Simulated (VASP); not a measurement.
SrCl2:

```
Sr Cl
1.0
     0.00000    3.49772    3.49772
     3.49772    0.00000    3.49772
     3.49772    3.49772    0.00000
Sr Cl
1 2
Direct
  0.00000 0.00000 0.00000
  0.25000 0.25000 0.25000
  0.75000 0.75000 0.75000
```

Base run:

```yaml
Program: VASP 6.6.1
Functional: PBE
Dispersion: D4
Potentials_or_basis: VASP PAW PBE potentials, release 64 (Sr_sv, Cl)
Cutoff: 520 eV
k_mesh: 4 × 4 × 4
Occupations: gaussian, width 0.01 eV
Spin: no spin polarisation
```

Its results: band gap on the k mesh 5.31 eV (least direct gap 5.51 eV); pressure -0.3 GPa.

Q: After a change of settings the same cell gave: band gap on the k mesh 6.14 eV (least direct gap 6.35 eV); pressure 0.4 GPa. Which change was it?
A. functional from PBE to PBE-based screened hybrid with 20 % exact exchange; dispersion from D4 to none
B. dispersion from D4 to none; occupations from gaussian, width 0.01 eV to methfessel-paxton, width 0.5 eV
C. functional from PBE to PBE-based screened hybrid with 40 % exact exchange; dispersion from D4 to none
D. dispersion from D4 to none; further incar settings from ALGO = Normal; EDIFF = 1e-06; NBANDS = 19 to ALGO = Normal; EDIFF = 1e-07; NBANDS = 19

A: A.

Caveats: the PAW data sets were made with another functional, which shifts forces and pressure a little (at least some runs).
